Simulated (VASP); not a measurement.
GaB3, 4 atoms in the cell. Symmetry: P4/mmm, No. 123, tetragonal system. The conventional cell has a = 3.294 Å, b = 3.294 Å, c = 3.260 Å, α = 90.00°, β = 90.00°, γ = 90.00°. Within 3.1 Å of Ga (site symmetry 4/mmm) lie 12 B at 2.32 to 2.33 Å. B (site symmetry mmm) has 4 Ga at 2.32 Å and 8 B at 2.32 to 2.33 Å within 3.1 Å. Within 3.1 Å of B (site symmetry 4/mmm) lie 8 B at 2.32 Å and 4 Ga at 2.33 Å. 

- Program: VASP 6.6.1
- Task: single point
- Functional: PBE
- Potentials or basis: VASP PAW PBE potentials, release 64 (Ga_d, B)
- Cutoff: 520 eV
- k mesh: 6 × 6 × 6
- Occupations: gaussian, width 0.1 eV
- Spin: no spin polarisation
- Dipole correction: no
- Further INCAR settings: ALGO = Normal; EDIFF = 1e-07; NBANDS = 19

Potentials or basis: VASP PAW PBE potentials, release 64 (Ga_d, B).

Command:

```sh
$ cat potpaw_PBE.64/Ga_d/POTCAR potpaw_PBE.64/B/POTCAR > POTCAR
$ mpirun -np 1 vasp_std > vasp.out
```

Hardware: 1 thread of Intel(R) Xeon(R) Platinum 8259CL CPU @ 2.50GHz (Skylake/Cascade Lake), on a shared host.

**Question.** Estimate the wall time of this run.

**Answer.** Wall time 12 s on 1 thread of Intel(R) Xeon(R) Platinum 8259CL CPU @ 2.50GHz (Skylake/Cascade Lake), with other jobs on the host, peak memory 0.15 GiB. Counts: scf iterations 12, k points 40.
